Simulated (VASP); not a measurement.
# O in VASP: notebook

The runs below take O through single point, with LDA.

Everything below comes from runs of VASP 6.6.1. Logs are shortened: lines on timing, memory, paths and dates and some standing lists are left out, and cuts for length are marked.

## 1. The cell of the first run

The cell holds a disordered packing, 20 atoms: a = 7.218 Å, b = 7.218 Å, c = 7.218 Å, α = 90.00°, β = 90.00°, γ = 90.00°.

## 2. Single point, LDA, collinear spin, ferromagnetic start

Contents of INCAR:

```
SYSTEM = O
  PREC = Accurate
  ENCUT = 1000
  EDIFF = 1E-6
  ISMEAR = -1
  SIGMA = 0.05
  LREAL = Auto
  LASPH = .True.
  NELM = 200
  ALGO = Normal
  ISIF = 2
  LWAVE = .False.
  LCHARG = .False.
  ISPIN = 2
  MAGMOM = 1 1 1 1 1 1 1 1 1 1 1 1 1 1 1 1 1 1 1 1
  LORBIT = 11
  GGA = CA
  NBANDS = 80
  GGA_COMPAT = .False.
```

Contents of KPOINTS:

```
Automatic mesh
0
Gamma
  1 1 1
  0 0 0
```

Contents of POSCAR:

```
O
1.0
    7.2176520000      0.0000000000      0.0000000000
    0.0000000000      7.2176520000      0.0000000000
    0.0000000000      0.0000000000      7.2176520000
O
20
Direct
    0.5481006843      0.7129049724      0.3351782546
    0.6372571024      0.7477778092      0.4696264104
    0.7454363275      0.6710076906      0.9047540668
    0.6910557616      0.5676638331      1.0305428968
    0.2350487388      0.2156934139      0.8692854685
    0.0885190918      0.1390341346      0.8559570342
    0.4108399795      1.0112845563      0.5376540737
    0.2589346231      1.0592087288      0.4928749682
    0.7986253701      0.0503764936      0.3413298397
    0.9378396188      0.0041841862      0.2702679486
    1.1034197825      0.6584966967      0.7486368143
    1.2635272524      0.6684306752      0.7079864754
    0.6573744481      0.3459850932      0.6232636320
    0.6462628013      0.3545751444      0.7847011743
    0.1828988153      0.3892817221      0.4763321922
    0.0277375523      0.3202565045      0.4843126269
    0.4029011097      1.0138892814      0.1676029822
    0.5158464276      1.0072389192      0.0483259653
    0.2073943160      0.5920900592      0.1914888665
    0.0645362231      0.6358439005      0.1128344786
```

Potentials or basis: VASP PAW LDA potentials, release 64 (O_h).

The run is started by

```bash
$ cat potpaw_LDA.64/O_h/POTCAR > POTCAR
$ mpirun -np 1 vasp_gam > vasp.out
```

OUTCAR:

```text
SYSTEM = O
   PREC = Accurate
   ENCUT = 1000
   EDIFF = 1E-6
   ISMEAR = -1
   LREAL = Auto
   LASPH = .True.
   NELM = 200
   ISIF = 2
   ISPIN = 2
   LORBIT = 11
   GGA = CA

 ion  position               nearest neighbor table
   1  0.548  0.713  0.335-   2 1.19
   2  0.637  0.748  0.470-   1 1.19
   3  0.745  0.671  0.905-   4 1.24
   4  0.691  0.568  0.031-   3 1.24
   5  0.235  0.216  0.869-   6 1.20
   6  0.089  0.139  0.856-   5 1.20
[... 12 lines left out ...]
  19  0.207  0.592  0.191-  20 1.22
  20  0.065  0.636  0.113-  19 1.22

  LATTYP: Found a simple cubic cell.
 ALAT       =     7.2176520000

  Lattice vectors:

 A1 = (   7.2176520000,   0.0000000000,   0.0000000000)
 A2 = (   0.0000000000,   7.2176520000,   0.0000000000)
 A3 = (   0.0000000000,   0.0000000000,   7.2176520000)

Analysis of symmetry for initial positions (statically):
=====================================================================
 Subroutine PRICEL returns:
 Original cell was already a primitive cell.

 Routine SETGRP: Setting up the symmetry group for a
 simple cubic supercell.

 Subroutine GETGRP returns: Found  1 space group operations
 (whereof  1 operations were pure point group operations)
 out of a pool of 48 trial point group operations.

The static configuration has the point symmetry C_1 .

Analysis of symmetry for dynamics (positions and initial velocities):
=====================================================================
 Subroutine PRICEL returns:
 Original cell was already a primitive cell.

 Routine SETGRP: Setting up the symmetry group for a
 simple cubic supercell.

 Subroutine GETGRP returns: Found  1 space group operations
 (whereof  1 operations were pure point group operations)
 out of a pool of 48 trial point group operations.

The dynamic configuration has the point symmetry C_1 .

Analysis of structural, dynamic, and magnetic symmetry:
=====================================================================
 Subroutine PRICEL returns:
 Original cell was already a primitive cell.

 Routine SETGRP: Setting up the symmetry group for a
 simple cubic supercell.

 Subroutine GETGRP returns: Found  1 space group operations
 (whereof  1 operations were pure point group operations)
 out of a pool of 48 trial point group operations.

The overall configuration has the point symmetry C_1 .

 Subroutine INISYM returns: Found  1 space group operations
 (whereof  1 operations are pure point group operations),
 and found     1 'primitive' translations

----------------------------------------------------------------------------------------

                                     Primitive cell

  volume of cell :     376.0000

  direct lattice vectors                    reciprocal lattice vectors
     7.217652000  0.000000000  0.000000000     0.138549212  0.000000000  0.000000000
     0.000000000  7.217652000  0.000000000     0.000000000  0.138549212  0.000000000
     0.000000000  0.000000000  7.217652000     0.000000000  0.000000000  0.138549212

  length of vectors
     7.217652000  7.217652000  7.217652000     0.138549212  0.138549212  0.138549212

  position of ions in fractional coordinates (direct lattice)
     0.548100684  0.712904972  0.335178255
     0.637257102  0.747777809  0.469626410
     0.745436328  0.671007691  0.904754067
     0.691055762  0.567663833  0.030542897
     0.235048739  0.215693414  0.869285469
     0.088519092  0.139034135  0.855957034
[... 12 lines left out ...]
     0.207394316  0.592090059  0.191488867
     0.064536223  0.635843900  0.112834479

  ion indices of the primitive-cell ions
   primitive index   ion index
                 1           1
                 2           2
                 3           3
                 4           4
                 5           5
                 6           6
[... 12 lines left out ...]
                19          19
                20          20

----------------------------------------------------------------------------------------

 KPOINTS: Automatic mesh

Automatic generation of k-mesh.
 Grid dimensions read from file:
 generate k-points for:    1    1    1

 Generating k-lattice:

  Cartesian coordinates                     Fractional coordinates (reciprocal lattice)
     0.138549212  0.000000000  0.000000000     1.000000000  0.000000000  0.000000000
     0.000000000  0.138549212  0.000000000     0.000000000  1.000000000  0.000000000
     0.000000000  0.000000000  0.138549212     0.000000000  0.000000000  1.000000000

  Length of vectors
     0.138549212  0.138549212  0.138549212

  Shift w.r.t. Gamma in fractional coordinates (k-lattice)
     0.000000000  0.000000000  0.000000000

 Subroutine IBZKPT returns following result:
 ===========================================

 Found      1 irreducible k-points:

 Following reciprocal coordinates:
            Coordinates               Weight
  0.000000  0.000000  0.000000      1.000000
   k-points           NKPTS =      1   k-points in BZ     NKDIM =      1   number of bands    NBANDS=     80
   number of dos      NEDOS =    301   number of ions     NIONS =     20
   total plane-waves  NPLWV = 512000
   dimension x,y,z NGX =    80 NGY =   80 NGZ =   80
   dimension x,y,z NGXF=   160 NGYF=  160 NGZF=  160
   ions per type =              20
   NGX,Y,Z   is equivalent  to a cutoff of  18.43, 18.43, 18.43 a.u.
   NGXF,Y,Z  is equivalent  to a cutoff of  36.85, 36.85, 36.85 a.u.
 SYSTEM =  O
   PREC   = accura    normal or accurate (medium, high low for compatibility)
   ISTART =      0    job   : 0-new  1-cont  2-samecut
   ICHARG =      2    charge: 1-file 2-atom 10-const
   ISPIN  =      2    spin polarized calculation?
   LNONCOLLINEAR =      F non collinear calculations
   LSORBIT =      F    spin-orbit coupling
   LASPH  =      T    aspherical Exc in radial PAW
   ENCUT  = 1000.0 eV  73.50 Ry    8.57 a.u.  18.61 18.61 18.61*2*pi/ulx,y,z
   NELM   =    200;   NELMIN=  2; NELMDL= -5     # of ELM steps
   EDIFF  = 0.1E-05   stopping-criterion for ELM
   LREAL  =      T    real-space projection
   EDIFFG = 0.1E-04   stopping-criterion for IOM
   NSW    =      0    number of steps for IOM
   IBRION =     -1    ionic relax: 0-MD 1-quasi-New 2-CG
   NFREE  =      0    steps in history (QN), initial steepest desc. (CG)
   ISIF   =      2    stress and relaxation
   ISYM   =      2    0-nonsym 1-usesym 2-fastsym
   POTIM  = 0.5000    time-step for ionic-motion
   TEBEG  =    0.0;   TEEND  =   0.0 temperature during run
   PSTRESS=    0.0 pullay stress
   NELECT =     120.0000    total number of electrons
   NUPDOWN=      -1.0000    fix difference up-down
   EMIN   =  10.00;   EMAX   =-10.00  energy-range for DOS
   EFERMI =   0.00;   METHOD = LEGACY
   ISMEAR =    -1;   SIGMA  =   0.05  broadening in eV -4-tet -1-fermi 0-gaus
   EFERMI_NEDOS =   21; number of points for ismear=-14 and -15
   IALGO  =     38    algorithm
   IMIX   =      4    mixing-type and parameters
     AMIX     =   0.40;   BMIX     =  1.00
     AMIX_MAG =   1.60;   BMIX_MAG =  1.00
  volume/ion in A,a.u.               =      18.80       126.87
  Fermi-wavevector in a.u.,A,eV,Ry     =   1.118766  2.114161 17.029564  1.251638
  Thomas-Fermi vector in A             =   2.255400
   LORBIT       =     11    0 simple, 1 ext, 2 COOP (PROOUT), +10 PAW based schemes
   GGA     = CA    functional components
   LHFCALC =     F    Hartree Fock is set to
   AEXX    =    0.0000 exact exchange contribution
   IVDW    =     0    specifies the selected vdW correction
   LEPSILON=     F    determine dielectric tensor
   LRPA    =     F    only Hartree local field effects (RPA)
 spin polarized calculation
  energy-cutoff  :     1000.00
  volume of cell :      376.00
 maximum number of plane-waves:     13541
 NGX is ok and might be reduce to    80
   NGX = 37   NGY = 37   NGZ = 37

 number of electron     120.0000000 magnetization      19.9981979

 Free energy of the ion-electron system (eV)
  ---------------------------------------------------
  ext. energy  EPLUGINS =         0.00000000
  ---------------------------------------------------
  free energy    TOTEN  =      -107.06972390 eV

  energy without entropy =     -107.06894932  energy(sigma->0) =     -107.06933661

 E-fermi :  -1.6844     XC(G=0):  -7.4443

 val. band max:       -2.0515293873   @ k =   0.0000   0.0000   0.0000
 cond. band min:      -1.3330446923   @ k =   0.0000   0.0000   0.0000
 fundamental gap:      0.7184846950
 Fermi energy:        -1.6844372491

 spin component 1

 k-point     1 :       0.0000    0.0000    0.0000
  band No.  band energies     occupation
      1     -29.4940      1.00000
      2     -29.4095      1.00000
      3     -29.2382      1.00000
      4     -29.0965      1.00000
      5     -29.0571      1.00000
      6     -29.0469      1.00000
[... 64 lines left out ...]
     71       3.7375      0.00000
     72       4.6024      0.00000
 Fermi energy:        -1.6844372491

 spin component 2

 k-point     1 :       0.0000    0.0000    0.0000
  band No.  band energies     occupation
      1     -28.3048      1.00000
      2     -28.2158      1.00000
      3     -28.0399      1.00000
      4     -27.8946      1.00000
      5     -27.8548      1.00000
      6     -27.8426      1.00000
[... 64 lines left out ...]
     71       4.1454      0.00000
     72       5.1162      0.00000
 [bands above 72 left out]

------------------------ aborting loop because EDIFF is reached ----------------------------------------

  FORCE on cell =-STRESS in cart. coord.  units (eV):
  Direction    XX          YY          ZZ          XY          YZ          ZX
  --------------------------------------------------------------------------------------
  -------------------------------------------------------------------------------------
  Total        4.0028382      1.8673247      7.0305812     -1.8737619      2.7299301     -1.1035278
  in kB       17.0565348      7.9568762     29.9580811     -7.9843057     11.6325328     -4.7022538
  external PRESSURE =      18.3238307 kB  Pullay stress =       0.0000000 kB

 VOLUME and BASIS-vectors are now :
 -----------------------------------------------------------------------------
  energy-cutoff  :     1000.00
  volume of cell :      376.00
      direct lattice vectors                 reciprocal lattice vectors
     7.217652000  0.000000000  0.000000000     0.138549212  0.000000000  0.000000000
     0.000000000  7.217652000  0.000000000     0.000000000  0.138549212  0.000000000
     0.000000000  0.000000000  7.217652000     0.000000000  0.000000000  0.138549212

 POSITION                                       TOTAL-FORCE (eV/Angst)
 -----------------------------------------------------------------------------------
      3.95600      5.14550      2.41920        -0.632154     -0.311382     -0.806005
      4.59950      5.39720      3.38960         0.724153     -0.033120      1.015819
      5.38030      4.84310      6.53020        -0.734763     -1.210450      1.722475
      4.98780      4.09720      0.22045         0.784880      1.643952     -1.422394
      1.69650      1.55680      6.27420         0.553373      0.384858      0.034857
      0.63890      1.00350      6.17800        -0.611464     -0.341405      0.002424
[... 12 lines left out ...]
      1.49690      4.27350      1.38210        -0.676734      0.343769     -0.572640
      0.46580      4.58930      0.81440         0.747455     -0.189555      0.513881
 -----------------------------------------------------------------------------------
    total drift:                               -0.000679      0.000227      0.000541

  FREE ENERGIE OF THE ION-ELECTRON SYSTEM (eV)
  ---------------------------------------------------
  free  energy   TOTEN  =      -107.0697239046 eV

  energy  without entropy=     -107.0689493201  energy(sigma->0) =     -107.06933661

 total charge

# of ion       s       p       d       tot
------------------------------------------
    1        1.076   2.241   0.000   3.316
    2        1.076   2.240   0.000   3.315
    3        1.081   2.201   0.000   3.281
    4        1.082   2.200   0.000   3.282
    5        1.076   2.235   0.000   3.310
    6        1.076   2.233   0.000   3.309
[... 12 lines left out ...]
   19        1.079   2.216   0.000   3.295
   20        1.079   2.217   0.000   3.296
--------------------------------------------------
tot         21.536  44.669   0.000  66.205

 magnetization (x)

# of ion       s       p       d       tot
------------------------------------------
    1        0.014   0.603   0.000   0.617
    2        0.014   0.610   0.000   0.624
    3        0.013   0.602   0.000   0.615
    4        0.014   0.614   0.000   0.629
    5        0.013   0.602   0.000   0.615
    6        0.013   0.607   0.000   0.621
[... 12 lines left out ...]
   19        0.014   0.610   0.000   0.624
   20        0.013   0.607   0.000   0.620
--------------------------------------------------
tot          0.271  12.112   0.000  12.382
```

Run time: 4.2 min. Hardware: 1 thread of Intel Xeon Platinum 8259CL at 2.50GHz (Skylake/Cascade Lake), shared host; peak memory 0.77 GiB.

Results:

```
Free energy                                           : -107.0697 eV
Pressure                                              : 1.8 GPa
Largest force                                         : 3.297 eV/Å
Net moment                                            : 20.00 μB per cell
Site moments                                          : O +0.62, +0.61, +0.63 (each value once) μB
Valence electrons inside the program's atomic spheres : O 3.32, 3.31, 3.28, 3.33, 3.34, 3.29, 3.30 (each value once)
```

Forces on the atoms (eV/Å):
```
O   -0.632 -0.311 -0.806
O    0.724 -0.033  1.016
O   -0.735 -1.210  1.722
O    0.785  1.644 -1.422
O    0.553  0.385  0.035
O   -0.611 -0.341  0.002
O    0.840 -0.122  0.416
O   -0.751 -0.237 -0.122
O   -2.109  0.821  1.039
O    2.116 -0.750 -1.146
O   -0.885 -0.076  0.076
O    0.983  0.188 -0.150
O    0.178 -0.199 -3.287
O   -0.341 -0.281  2.828
O   -1.455 -0.441  0.211
O    1.245  0.778 -0.086
O   -1.089  0.144  0.878
O    1.113 -0.111 -1.147
O   -0.677  0.344 -0.573
O    0.747 -0.190  0.514
```

Stress tensor (GPa, compression positive):
```
 1.71 -0.80 -0.47
-0.80  0.80  1.16
-0.47  1.16  3.00
```

Caveat: the k points lie up to 0.87 Å⁻¹ apart, too coarse for converged energies, forces and pressures; the atoms stand as in a frame of molecular dynamics.

[end of part 1 of 2]
